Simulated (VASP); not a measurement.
A run of VASP 6.6.1:

INCAR

```
SYSTEM = SnSe
  ALGO = Normal
  EDIFF = 1E-6
  EDIFFG = -0.001
  ENCUT = 600
  IBRION = 2
  ISIF = 3
  ISMEAR = 0
  LASPH = .TRUE.
  LCHARG = .FALSE.
  LREAL = .FALSE.
  LWAVE = .FALSE.
  NELM = 60
  NSW = 80
  PREC = Accurate
  PSTRESS = -10.0
  SIGMA = 0.01
```

File KPOINTS:

```
k-points
0
G
  8 8 8
  0 0 0
```

Contents of POSCAR:

```
SnSe
1.0
    0.0000000000      2.9462619150      2.9462619150
    2.9462619150      0.0000000000      2.9462619150
    2.9462619150      2.9462619150      0.0000000000
Sn Se
1 1
Direct
    0.0000000000      0.0000000000      0.0000000000
    0.5000000000      0.5000000000      0.5000000000
```

Potentials or basis: VASP PAW LDA potentials, release 64 (Sn_d, Se).

Launch:

```bash
$ cat potpaw_LDA.64/Sn_d/POTCAR potpaw_LDA.64/Se/POTCAR > POTCAR
$ mpirun -np 1 vasp_std > vasp.out
```

Hardware: 1 thread of Intel(R) Xeon(R) Platinum 8375C CPU @ 2.90GHz (Ice Lake) (shared host).

Q: Estimate the wall time of this run.

A: Run time: 60 s on 1 thread of Intel(R) Xeon(R) Platinum 8375C CPU @ 2.90GHz (Ice Lake), with other jobs on the host, peak memory 0.2 GiB. Counts: scf iterations 33, k points 29, ion steps 5.
